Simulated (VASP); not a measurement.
# HfO2 in VASP: further runs

HfO2 is run at these levels: PBE; tasks: single point.

All numbers are computed with VASP 6.6.1; they aren't measurements. Logs are shortened: lines on timing, memory, paths and dates and some standing lists are left out, and cuts for length are marked.

## (1) The cell of the first run

Symmetry: I4/mmm, No. 139, tetragonal system. The conventional cell has a = 3.617 Å, b = 3.617 Å, c = 5.320 Å, α = 90.00°, β = 90.00°, γ = 90.00°. Hf (site symmetry 4/mmm) has 8 O at 2.24 Å within 3.0 Å. Within 3.0 Å of O (site symmetry -4m2) lie 4 Hf at 2.24 Å and 6 O at 2.56 to 2.66 Å.

## (2) Single point, PBE (strain +0.000 along x and y, +0.040 along z)

The input, INCAR:

```
PREC     = Accurate       # precision mode
ENCUT    = 520            # plane-wave cutoff, eV
EDIFF    = 1E-6           # SCF threshold, eV
ISMEAR   = 0              # smearing method
SIGMA    = 0.05           # smearing width, eV
LREAL    = False          # projectors in reciprocal space
LASPH    = True           # aspherical terms in the spheres
NELM     = 60             # most SCF steps
ALGO     = Normal         # electronic algorithm
ISIF     = 2              # what is computed and relaxed
LWAVE    = False          # write WAVECAR
LCHARG   = False          # write CHGCAR
GGA      = PE             # functional
NBANDS   = 18             # bands
```

The input, KPOINTS:

```
Automatic mesh
0
Gamma
  8 8 8
```

The input, POSCAR:

```
HfO2
1.0
    0.0000000000      2.5575000000      2.6598000000
    2.5575000000      0.0000000000      2.6598000000
    2.5575000000      2.5575000000      0.0000000000
Hf O
1 2
Direct
    0.0000000000      0.0000000000      0.0000000000
    0.2500000000      0.2500000000      0.2500000000
    0.7500000000      0.7500000000      0.7500000000
```

Potentials or basis: VASP PAW PBE potentials, release 64 (Hf_pv, O).

Run with:

```bash
$ cat potpaw_PBE.64/Hf_pv/POTCAR potpaw_PBE.64/O/POTCAR > POTCAR
$ mpirun -np 1 vasp_std > vasp.out
```

OUTCAR:

```text
PREC = Accurate
   ENCUT = 520
   EDIFF = 1E-6
   ISMEAR = 0
   LREAL = False
   LASPH = True
   NELM = 60
   ISIF = 2
   GGA = PE

 ion  position               nearest neighbor table
   1  0.000  0.000  0.000-   3 2.24   3 2.24   3 2.24   2 2.24   3 2.24   2 2.24   2 2.24   2 2.24

   2  0.250  0.250  0.250-   1 2.24   1 2.24   1 2.24   1 2.24
   3  0.750  0.750  0.750-   1 2.24   1 2.24   1 2.24   1 2.24

  LATTYP: Found a body centered tetragonal cell.
 ALAT       =     3.6168511858
 C/A-ratio  =     1.4707821049

  Lattice vectors:

 A1 = (  -2.5575000000,   0.0000000000,   2.6598000000)
 A2 = (   2.5575000000,   0.0000000000,   2.6598000000)
 A3 = (   0.0000000000,   2.5575000000,  -2.6598000000)

Analysis of symmetry for initial positions (statically):
=====================================================================
 Subroutine PRICEL returns:
 Original cell was already a primitive cell.

 Routine SETGRP: Setting up the symmetry group for a
 body centered tetragonal supercell.

 Subroutine GETGRP returns: Found 16 space group operations
 (whereof 16 operations were pure point group operations)
 out of a pool of 16 trial point group operations.

The static configuration has the point symmetry D_4h.

Analysis of symmetry for dynamics (positions and initial velocities):
=====================================================================
 Subroutine PRICEL returns:
 Original cell was already a primitive cell.

 Routine SETGRP: Setting up the symmetry group for a
 body centered tetragonal supercell.

 Subroutine GETGRP returns: Found 16 space group operations
 (whereof 16 operations were pure point group operations)
 out of a pool of 16 trial point group operations.

The dynamic configuration has the point symmetry D_4h.

 Subroutine INISYM returns: Found 16 space group operations
 (whereof 16 operations are pure point group operations),
 and found     1 'primitive' translations

----------------------------------------------------------------------------------------

                                     Primitive cell

  volume of cell :      34.7945

  direct lattice vectors                    reciprocal lattice vectors
     0.000000000  2.557500000  2.659800000    -0.195503421  0.195503421  0.187984059
     2.557500000  0.000000000  2.659800000     0.195503421 -0.195503421  0.187984059
     2.557500000  2.557500000  0.000000000     0.195503421  0.195503421 -0.187984059

  length of vectors
     3.689897328  3.689897328  3.616851186     0.334336929  0.334336929  0.334336929

  position of ions in fractional coordinates (direct lattice)
     0.000000000  0.000000000  0.000000000
     0.250000000  0.250000000  0.250000000
     0.750000000  0.750000000  0.750000000

  ion indices of the primitive-cell ions
   primitive index   ion index
                 1           1
                 2           2
                 3           3

----------------------------------------------------------------------------------------

 KPOINTS: Automatic mesh

Automatic generation of k-mesh.
 Grid dimensions read from file:
 generate k-points for:    8    8    8

 Generating k-lattice:

  Cartesian coordinates                     Fractional coordinates (reciprocal lattice)
    -0.024437928  0.024437928  0.023498007     0.125000000  0.000000000  0.000000000
     0.024437928 -0.024437928  0.023498007     0.000000000  0.125000000  0.000000000
     0.024437928  0.024437928 -0.023498007     0.000000000  0.000000000  0.125000000

  Length of vectors
     0.041792116  0.041792116  0.041792116

  Shift w.r.t. Gamma in fractional coordinates (k-lattice)
     0.000000000  0.000000000  0.000000000

 Subroutine IBZKPT returns following result:
 ===========================================

 Found     59 irreducible k-points:

 Following reciprocal coordinates:
            Coordinates               Weight
  0.000000  0.000000  0.000000      1.000000
  0.125000  0.000000  0.000000      8.000000
  0.250000  0.000000  0.000000      8.000000
  0.375000  0.000000  0.000000      8.000000
  0.500000  0.000000  0.000000      4.000000
  0.125000  0.125000  0.000000      2.000000
[... 16 lines left out ...]
  0.250000  0.000000  0.125000     16.000000
  0.375000  0.000000  0.125000     16.000000
 [... further k-points ...]
   k-points           NKPTS =     59   k-points in BZ     NKDIM =     59   number of bands    NBANDS=     18
   number of dos      NEDOS =    301   number of ions     NIONS =      3
   total plane-waves  NPLWV =  21952
   dimension x,y,z NGX =    28 NGY =   28 NGZ =   28
   dimension x,y,z NGXF=    56 NGYF=   56 NGZF=   56
   ions per type =               1   2
   NGX,Y,Z   is equivalent  to a cutoff of  12.62, 12.62, 12.87 a.u.
   NGXF,Y,Z  is equivalent  to a cutoff of  25.23, 25.23, 25.74 a.u.
 SYSTEM =  unknown system
   PREC   = accura    normal or accurate (medium, high low for compatibility)
   ISTART =      0    job   : 0-new  1-cont  2-samecut
   ICHARG =      2    charge: 1-file 2-atom 10-const
   ISPIN  =      1    spin polarized calculation?
   LNONCOLLINEAR =      F non collinear calculations
   LSORBIT =      F    spin-orbit coupling
   LASPH  =      T    aspherical Exc in radial PAW
   ENCUT  =  520.0 eV  38.22 Ry    6.18 a.u.   6.86  6.86  6.72*2*pi/ulx,y,z
   NELM   =     60;   NELMIN=  2; NELMDL= -5     # of ELM steps
   EDIFF  = 0.1E-05   stopping-criterion for ELM
   LREAL  =      F    real-space projection
[... 7 lines left out ...]
   TEBEG  =    0.0;   TEEND  =   0.0 temperature during run
   PSTRESS=    0.0 pullay stress
   NELECT =      22.0000    total number of electrons
   NUPDOWN=      -1.0000    fix difference up-down
   EMIN   =  10.00;   EMAX   =-10.00  energy-range for DOS
   EFERMI =   0.00;   METHOD = LEGACY
   ISMEAR =     0;   SIGMA  =   0.05  broadening in eV -4-tet -1-fermi 0-gaus
   EFERMI_NEDOS =   21; number of points for ismear=-14 and -15
   IALGO  =     38    algorithm
   IMIX   =      4    mixing-type and parameters
     AMIX     =   0.40;   BMIX     =  1.00
     AMIX_MAG =   1.60;   BMIX_MAG =  1.00
  volume/ion in A,a.u.               =      11.60        78.27
  Fermi-wavevector in a.u.,A,eV,Ry     =   1.405116  2.655285 26.862691  1.974352
  Thomas-Fermi vector in A             =   2.527610
[... 13 lines left out ...]

 number of electron      21.9999998 magnetization

 Free energy of the ion-electron system (eV)
  ---------------------------------------------------
  ext. energy  EPLUGINS =         0.00000000
  ---------------------------------------------------
  free energy    TOTEN  =       -30.10196719 eV

  energy without entropy =      -30.10196719  energy(sigma->0) =      -30.10196719

 E-fermi :   4.1530     XC(G=0): -11.4921

 val. band max:        3.8810620952   @ k =   0.5000   0.0000   0.5000
 cond. band min:       7.1808533941   @ k =   0.0000   0.0000   0.0000
 fundamental gap:      3.2997912988
 Fermi energy:         4.1529838077

 k-point     1 :       0.0000    0.0000    0.0000
  band No.  band energies     occupation
      1     -26.2789      2.00000
      2     -26.2789      2.00000
      3     -26.2433      2.00000
      4     -14.5972      2.00000
      5     -11.8705      2.00000
      6      -1.2159      2.00000
[... 10 lines left out ...]
     17      13.3463      0.00000
     18      16.8400      0.00000

 k-point     2 :       0.1250    0.0000    0.0000
  band No.  band energies     occupation
      1     -26.3208      2.00000
      2     -26.2835      2.00000
      3     -26.2561      2.00000
      4     -14.4206      2.00000
      5     -12.0152      2.00000
      6      -1.0708      2.00000
[... 10 lines left out ...]
     17      13.1064      0.00000
     18      16.7541      0.00000

 k-point     3 :       0.2500    0.0000    0.0000
  band No.  band energies     occupation
      1     -26.4314      2.00000
      2     -26.2946      2.00000
      3     -26.2740      2.00000
      4     -13.9924      2.00000
      5     -12.3231      2.00000
      6      -0.7489      2.00000
[... 10 lines left out ...]
     17      12.6830      0.00000
     18      15.7341      0.00000

 k-point     4 :       0.3750    0.0000    0.0000
  band No.  band energies     occupation
      1     -26.5398      2.00000
      2     -26.3056      2.00000
      3     -26.2897      2.00000
      4     -13.5895      2.00000
      5     -12.5477      2.00000
      6      -0.4471      2.00000
[... 10 lines left out ...]
     17      12.8049      0.00000
     18      15.0997      0.00000

 k-point     5 :       0.5000    0.0000    0.0000
  band No.  band energies     occupation
      1     -26.5836      2.00000
      2     -26.3102      2.00000
      3     -26.2960      2.00000
      4     -13.4560      2.00000
      5     -12.5904      2.00000
      6      -0.3381      2.00000
[... 10 lines left out ...]
     17      12.5569      0.00000
     18      15.3242      0.00000

 k-point     6 :       0.1250    0.1250    0.0000
  band No.  band energies     occupation
      1     -26.2956      2.00000
      2     -26.2910      2.00000
      3     -26.2910      2.00000
      4     -14.3704      2.00000
      5     -12.0380      2.00000
      6      -1.0564      2.00000
[... 10 lines left out ...]
     17      12.9019      0.00000
     18      16.6687      0.00000

 k-point     7 :       0.2500    0.1250    0.0000
  band No.  band energies     occupation
      1     -26.3889      2.00000
      2     -26.3040      2.00000
      3     -26.2954      2.00000
      4     -14.0274      2.00000
      5     -12.2738      2.00000
      6      -0.7962      2.00000
[... 10 lines left out ...]
     17      12.6466      0.00000
     18      16.2751      0.00000

 k-point     8 :       0.3750    0.1250    0.0000
  band No.  band energies     occupation
      1     -26.4956      2.00000
      2     -26.3151      2.00000
      3     -26.3141      2.00000
      4     -13.6034      2.00000
      5     -12.5222      2.00000
      6      -0.5768      2.00000
[... 10 lines left out ...]
     17      13.1644      0.00000
     18      15.6112      0.00000
[... 229 lines left out ...]
     17      15.1146      0.00000
     18      16.7742      0.00000

 k-point    20 :      -0.3750    0.3750    0.0000
  band No.  band energies     occupation
      1     -26.5100      2.00000
      2     -26.4451      2.00000
      3     -26.3440      2.00000
      4     -12.8978      2.00000
      5     -12.8682      2.00000
      6      -1.7186      2.00000
[... 10 lines left out ...]
     17      15.6158      0.00000
     18      16.5080      0.00000

 k-point    21 :       0.5000    0.5000    0.0000
  band No.  band energies     occupation
      1     -26.5786      2.00000
      2     -26.3607      2.00000
      3     -26.3607      2.00000
      4     -12.8702      2.00000
      5     -12.8567      2.00000
      6      -2.3452      2.00000
[... 10 lines left out ...]
     17      16.2447      0.00000
     18      16.2745      0.00000

 k-point    22 :       0.1250    0.0000    0.1250
  band No.  band energies     occupation
      1     -26.3309      2.00000
      2     -26.2948      2.00000
      3     -26.2557      2.00000
      4     -14.3535      2.00000
      5     -12.0755      2.00000
      6      -1.0919      2.00000
[... 10 lines left out ...]
     17      13.0558      0.00000
     18      16.7094      0.00000

 k-point    23 :       0.2500    0.0000    0.1250
  band No.  band energies     occupation
      1     -26.4126      2.00000
      2     -26.3084      2.00000
      3     -26.2737      2.00000
      4     -13.9944      2.00000
      5     -12.3372      2.00000
      6      -0.8401      2.00000
[... 10 lines left out ...]
     17      12.7711      0.00000
     18      16.1898      0.00000

 k-point    24 :       0.3750    0.0000    0.1250
  band No.  band energies     occupation
      1     -26.5116      2.00000
      2     -26.3242      2.00000
      3     -26.2950      2.00000
      4     -13.5605      2.00000
      5     -12.5906      2.00000
      6      -0.4869      2.00000
[... 10 lines left out ...]
     17      13.1390      0.00000
     18      15.5327      0.00000

 [... further k-points ...]
[... 5 lines left out ...]
  --------------------------------------------------------------------------------------
  -------------------------------------------------------------------------------------
  Total       -1.8238241     -1.8238241     -5.5143945      0.0000000     -0.0000000      0.0000000
  in kB      -83.9814301    -83.9814301   -253.9207258      0.0000000     -0.0000000      0.0000000
  external PRESSURE =    -140.6278620 kB  Pullay stress =       0.0000000 kB

 VOLUME and BASIS-vectors are now :
 -----------------------------------------------------------------------------
  energy-cutoff  :      520.00
  volume of cell :       34.79
      direct lattice vectors                 reciprocal lattice vectors
     0.000000000  2.557500000  2.659800000    -0.195503421  0.195503421  0.187984059
     2.557500000  0.000000000  2.659800000     0.195503421 -0.195503421  0.187984059
     2.557500000  2.557500000  0.000000000     0.195503421  0.195503421 -0.187984059

 POSITION                                       TOTAL-FORCE (eV/Angst)
 -----------------------------------------------------------------------------------
      0.00000      0.00000      0.00000         0.000000     -0.000000      0.000000
      1.27875      1.27875      1.32990        -0.000000     -0.000000      0.000000
      3.83625      3.83625      3.98970         0.000000      0.000000     -0.000000
 -----------------------------------------------------------------------------------
    total drift:                                0.000000      0.000000      0.000000

  FREE ENERGIE OF THE ION-ELECTRON SYSTEM (eV)
  ---------------------------------------------------
  free  energy   TOTEN  =       -30.1019671943 eV

  energy  without entropy=      -30.1019671943  energy(sigma->0) =      -30.10196719
```

Run time: 30 s. Hardware: 1 thread of Intel Xeon Platinum 8259CL at 2.50GHz (Skylake/Cascade Lake), shared host; peak memory 0.18 GiB.

What came out:

| Property | Result |
| --- | --- |
| Free energy | -30.1020 eV |
| Pressure | -14.1 GPa |
| Band gap on the k mesh | 3.30 eV, indirect (least direct gap 3.41 eV) |

Levels at points of the mesh, in eV from the valence-band top:
| k point | band 7 | band 8 | band 9 | band 10 | band 11 | band 12 | band 13 | band 14 | band 15 | band 16 |
| --- | --- | --- | --- | --- | --- | --- | --- | --- | --- | --- |
| (0.00, 0.00, 0.00) | -5.10 | -5.07 | -1.04 | -0.55 | -0.55 | 3.30 | 3.74 | 5.24 | 9.39 | 9.47 |
| (0.50, 0.00, 0.00) | -4.02 | -3.08 | -2.73 | -1.92 | -1.86 | 4.13 | 4.29 | 6.20 | 8.53 | 8.54 |
| (0.50, 0.50, 0.00) | -3.42 | -3.42 | -1.44 | -1.44 | -0.39 | 3.47 | 5.00 | 5.52 | 7.28 | 7.28 |
| (0.50, 0.00, 0.50) | -3.57 | -3.37 | -1.94 | -1.29 | 0.00 | 3.41 | 5.05 | 6.07 | 7.36 | 7.65 |

Caveat: the cell differs from its parent crystal (strain +0.000 along x and y, +0.040 along z); spin-orbit coupling is left out, which moves the levels of the heavy elements. A k mesh can miss the band edges.

## (3) Single point, PBE (strain +0.040 along x and y, +0.080 along z)

INCAR: that of step 2 with these lines changed.

```diff
@@ -2,3 +2,3 @@
 ENCUT    = 520            # plane-wave cutoff, eV
-EDIFF    = 1E-6           # SCF threshold, eV
+EDIFF    = 1E-7           # SCF threshold, eV
 ISMEAR   = 0              # smearing method
```

KPOINTS is that of step 2.

The input, POSCAR:

```
HfO2
1.0
    0.0000000000      2.6598000000      2.7621000000
    2.6598000000      0.0000000000      2.7621000000
    2.6598000000      2.6598000000      0.0000000000
Hf O
1 2
Direct
    0.0000000000      0.0000000000      0.0000000000
    0.2500000000      0.2500000000      0.2500000000
    0.7500000000      0.7500000000      0.7500000000
```

Potentials or basis: VASP PAW PBE potentials, release 64 (Hf_pv, O).

Run with:

```bash
$ cat potpaw_PBE.64/Hf_pv/POTCAR potpaw_PBE.64/O/POTCAR > POTCAR
$ mpirun -np 1 vasp_std > vasp.out
```

Run time: 55 s. Hardware: 1 thread of Intel Xeon Platinum 8259CL at 2.50GHz (Skylake/Cascade Lake), shared host; peak memory 0.19 GiB.

The run converged. Its results:

```
Free energy            : -29.4834 eV
Pressure               : -30.9 GPa
Band gap on the k mesh : 3.04 eV, indirect (least direct gap 3.12 eV)
```

Stress tensor (GPa, compression positive):
```
-26.20   0.00   0.00
  0.00 -26.20   0.00
  0.00   0.00 -40.20
```

Levels at points of the mesh, in eV from the valence-band top:
| k point | band 9 | band 10 | band 11 | band 12 | band 13 | band 14 |
| --- | --- | --- | --- | --- | --- | --- |
| (0.00, 0.00, 0.00) | -0.93 | -0.50 | -0.50 | 3.04 | 3.40 | 4.36 |
| (0.50, 0.00, 0.00) | -2.45 | -1.76 | -1.68 | 3.71 | 3.85 | 5.24 |
| (0.50, 0.50, 0.00) | -1.27 | -1.27 | -0.33 | 3.17 | 4.41 | 4.68 |
| (0.50, 0.00, 0.50) | -1.69 | -1.14 | 0.00 | 3.12 | 4.46 | 5.11 |

Caveat: the cell differs from its parent crystal (strain +0.040 along x and y, +0.080 along z); spin-orbit coupling is left out, which moves the levels of the heavy elements. A k mesh can miss the band edges.

## (4) Single point, PBE (strain -0.080 along x and y, -0.080 along z)

The input, INCAR:

```
ALGO     = Normal         # electronic algorithm
EDIFF    = 1E-6           # SCF threshold, eV
ENCUT    = 520            # plane-wave cutoff, eV
GGA      = PE             # functional
ISIF     = 2              # what is computed and relaxed
ISMEAR   = 0              # smearing method
LASPH    = T              # aspherical terms in the spheres
LCHARG   = F              # write CHGCAR
LREAL    = F              # projectors in reciprocal space
LWAVE    = F              # write WAVECAR
NBANDS   = 18             # bands
NELM     = 80             # most SCF steps
PREC     = Accurate       # precision mode
SIGMA    = 0.05           # smearing width, eV
```

The input, KPOINTS:

```
k-points
0
Gamma
  8 8 8
```

The input, POSCAR:

```
HfO2
1.0
    0.0000000000      2.3529000000      2.3529000000
    2.3529000000      0.0000000000      2.3529000000
    2.3529000000      2.3529000000      0.0000000000
Hf O
1 2
Direct
    0.0000000000      0.0000000000      0.0000000000
    0.2500000000      0.2500000000      0.2500000000
    0.7500000000      0.7500000000      0.7500000000
```

Run with:

```bash
$ cat potpaw_PBE.64/Hf_pv/POTCAR potpaw_PBE.64/O/POTCAR > POTCAR
$ mpirun -np 1 vasp_std > vasp.out
```

It took 8.2 s on 1 thread of Intel Xeon 6975P-C (Granite Rapids), shared host; peak memory 0.16 GiB.

Results (log left out):

```
Free energy            : -28.6930 eV
Pressure               : 91.6 GPa
Band gap on the k mesh : 4.34 eV, indirect (least direct gap 4.40 eV)
```

Levels at points of the mesh, in eV from the valence-band top:
| k point | band 7 | band 8 | band 9 | band 10 | band 11 | band 12 | band 13 | band 14 | band 15 | band 16 |
| --- | --- | --- | --- | --- | --- | --- | --- | --- | --- | --- |
| (0.00, 0.00, 0.00) | -6.90 | -6.90 | -0.73 | -0.73 | -0.73 | 4.34 | 4.34 | 7.64 | 13.54 | 13.54 |
| (0.50, 0.00, 0.00) | -5.63 | -3.36 | -3.22 | -2.05 | -2.05 | 5.41 | 5.41 | 9.34 | 9.76 | 12.00 |
| (0.50, 0.50, 0.00) | -3.89 | -3.89 | -1.96 | -1.96 | 0.00 | 4.40 | 6.73 | 8.93 | 10.28 | 10.28 |

Caveat: the cell differs from its parent crystal (strain -0.080 along x and y, -0.080 along z); spin-orbit coupling is left out, which moves the levels of the heavy elements. A k mesh can miss the band edges.

## (5) Summary

| cell | gap on the mesh (eV) | pressure (GPa) |
| --- | --- | --- |
| a = 3.690, b = 3.690, c = 3.617 Å, angles 60.7, 60.7, 58.7°, 3 atoms | 3.30 | -14.1 |
| a = 3.835, b = 3.835, c = 3.762 Å, angles 60.6, 60.6, 58.7°, 3 atoms | 3.04 | -30.9 |
| a = 3.328 Å, angles 60.0°, 3 atoms | 4.34 | 91.6 |

Alike in all rows: task single point; level PBE; potentials or basis VASP PAW PBE potentials, release 64 (Hf_pv, O); no spin polarisation; k mesh 8 × 8 × 8; cutoff (eV) 520; smearing gaussian 0.05 eV.

Caveats: spin-orbit coupling is left out, which moves the levels of the heavy elements.

Total energies depend on the potentials used, so only differences within one code and one set of settings carry meaning.
